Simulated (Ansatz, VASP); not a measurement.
## One calculation of Ge, two programs

File POSCAR:

```
Ge
1.0
    0.0000000000      2.8216980750      2.8287700000
    2.8358419250      0.0000000000      2.8287700000
    2.8358419250      2.8216980750      0.0000000000
Ge
2
Direct
    0.5000000000      0.5000000000      0.5000000000
    0.7500000000      0.7500000000      0.7500000000
```

Contents of INCAR.step1:

```
SYSTEM = Ge
PREC = Accurate
ENCUT = 520
ISMEAR = 0
SIGMA = 0.05
LREAL = .False.
LASPH = .True.
NELM = 80
NBANDS = 21
GGA = PE
ALGO = Normal
EDIFF = 1E-4
LWAVE = .True.
LCHARG = .False.
```

INCAR.step2

```
SYSTEM = Ge
PREC = Accurate
ENCUT = 520
EDIFF = 1E-6
ISMEAR = 0
SIGMA = 0.05
LREAL = .False.
LASPH = .True.
NELM = 80
ALGO = Normal
ISIF = 2
LWAVE = .False.
LCHARG = .False.
METAGGA = R2SCAN
LMIXTAU = .True.
NBANDS = 21
ISTART = 1
```

KPOINTS

```
regular mesh
0
Gamma
  10 10 10
  0 0 0
```

Input for Ansatz:

```yaml
crystal:
  lattice:
    - [0.0, 2.821698075, 2.82877]
    - [2.835841925, 0.0, 2.82877]
    - [2.835841925, 2.821698075, 0.0]
  atoms:
    - { symbol: Ge, position: [0.5, 0.5, 0.5] }
    - { symbol: Ge, position: [0.75, 0.75, 0.75] }
basis:
  ecutwfc: 500
kpoints:
  mp_grid: { grid: [10, 10, 10] }
hamiltonian:
  xc: r2scan
scf:
  occupations: { method: gaussian, width: 0.05 }
output:
  forces: true
  stress: true
  eigenvalues: true
```

Change from the starting cell: strain +0.0025 x Voigt [1, -1, 0, 0, 0, 0], atoms carried along.

Alike in both runs: task single point; functional r2SCAN; k mesh 10 × 10 × 10; occupations gaussian, width 0.05 eV; no spin polarisation.

```csv
,VASP,Ansatz
version,VASP 6.6.1,Ansatz 0.2.0
potentials or method,"VASP PAW PBE potentials, release 64 (Ge_d), cutoff 520 eV","scalar-relativistic, plane waves, PAW"
valence electrons in the cell,28,28
```

```csv
,VASP,Ansatz,Ansatz less VASP
gap on the k mesh at the Fermi level (eV),0.38,0.42,+0.040
least direct gap on the mesh (eV),0.38,0.42,+0.040
pressure (GPa),0.7,0.7,-0.05
"traceless stress, the component that is largest in VASP (GPa)",-0.21,-0.21,+0.001
```

VASP's potentials were made for PBE, not for r2SCAN. The functional is the same, so the differences come from potentials, cutoffs and numerics.
